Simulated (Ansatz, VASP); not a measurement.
# Two plane-wave programs on WS2

INCAR

```
ALGO = Normal
EDIFF = 1E-7
ENCUT = 520
ISIF = 2
ISMEAR = 0
LASPH = T
LCHARG = T
LELF = T
LREAL = F
LVHAR = T
LWAVE = F
NBANDS = 20
NELM = 80
PREC = Accurate
SIGMA = 0.05
```

KPOINTS

```
k-points
0
Gamma
  12 12 2
```

The input POSCAR:

```
WS2
1.0
    3.4381976636      0.0000000000      0.0000000000
   -1.7190988318      2.9775665199      0.0000000000
    0.0000000000      0.0000000000     16.2725547744
W S
1 2
Direct
    0.3333333333      0.6666666667      0.0000000000
    0.6666666667      0.3333333333      0.9079994900
    0.6666666667      0.3333333333      0.0920005100
```

Input for Ansatz:

```yaml
crystal:
  lattice:
    - [3.4381976636, 0.0, 0.0]
    - [-1.7190988318, 2.9775665199, 0.0]
    - [0.0, 0.0, 16.2725547744]
  atoms:
    - { symbol: W, position: [0.3333333333, 0.6666666667, 0.0] }
    - { symbol: S, position: [0.6666666667, 0.3333333333, 0.90799949] }
    - { symbol: S, position: [0.6666666667, 0.3333333333, 0.09200051] }
basis:
  ecutwfc: 420
kpoints:
  mp_grid: { grid: [12, 12, 2] }
hamiltonian:
  xc: lda
scf:
  occupations: { method: gaussian, width: 0.05 }
output:
  forces: true
  stress: true
  eigenvalues: true
  write_density: true
  write_potential: true
  elf: true
  volumetric_format: npy
```

Change from the starting cell: strain +0.080 along x and y, -0.040 along z, atoms carried along.

Alike in both runs: task single point; functional LDA; k mesh 12 × 12 × 2; occupations gaussian, width 0.05 eV; no spin polarisation.

```csv
,VASP,Ansatz
version,VASP 6.6.1,Ansatz 0.2.0
potentials or method,"VASP PAW LDA potentials, release 64 (W_sv, S), cutoff 520 eV","scalar-relativistic, plane waves, PAW"
valence electrons in the cell,26,26
```

|  | VASP | Ansatz | Ansatz less VASP |
| --- | --- | --- | --- |
| gap on the k mesh at the Fermi level (eV) | 0.27 | 0.27 | -0.009 |
| least direct gap on the mesh (eV) | 1.08 | 1.07 | -0.007 |
| rms of the force components (eV/Å) | 0.300 | 0.316 | +0.0162 |

LDA's correlation is that of Perdew and Zunger in VASP and of Perdew and Wang (1992) in Ansatz. Atom by atom the forces differ by 0.016 eV/Å (rms over components). Ansatz's warnings: xc potential rough in thin density.

Neither program's run includes spin-orbit coupling.
